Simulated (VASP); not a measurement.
Input of a VASP 6.6.1 run:

INCAR

```
SYSTEM = AlIn2N3
PREC = Accurate ; ENCUT = 520
EDIFF = 1E-6 ; ISMEAR = 0
SIGMA = 0.05 ; LREAL = .False.
LASPH = .True. ; NELM = 60
ALGO = Normal ; ISIF = 2
LWAVE = .False. ; LCHARG = .True.
GGA = PS ; LELF = .True.
LVHAR = .True. ; NBANDS = 56
```

File KPOINTS:

```
Automatic mesh
0
Gamma
  6 6 6
  0 0 0
```

Contents of POSCAR:

```
AlIn2N3
1.0
    5.0935041006     -2.9313072999      0.0000000000
    5.0935041006      2.9313072999      0.0000000000
    0.0000000000      0.0000000000      5.4450163397
Al In N
2 4 6
Direct
    0.3407110227      0.6592889773      0.9892706513
    0.6592889773      0.3407110227      0.4892706513
    0.9884507749      0.3355278298      0.9872690535
    0.6644721702      0.0115492251      0.9872690535
    0.0115492251      0.6644721702      0.4872690535
    0.3355278298      0.9884507749      0.4872690535
    0.9705347956      0.3327672719      0.3848498718
    0.6672327281      0.0294652044      0.3848498718
    0.0294652044      0.6672327281      0.8848498718
    0.3327672719      0.9705347956      0.8848498718
    0.3671604714      0.6328395286      0.3384914981
    0.6328395286      0.3671604714      0.8384914981
```

Potentials or basis: VASP PAW PBE potentials, release 64 (Al, In_d, N).

Launch:

```sh
$ cat potpaw_PBE.64/Al/POTCAR potpaw_PBE.64/In_d/POTCAR potpaw_PBE.64/N/POTCAR > POTCAR
$ mpirun -np 1 vasp_std > vasp.out
```

(1) What does it give for the largest force?

(2) What does it give for the pressure?

Results:

(1) 0.024 eV/Å.

(2) 0.1 GPa.

Caveat: the PAW data sets were made with another functional, which shifts forces and pressure a little.
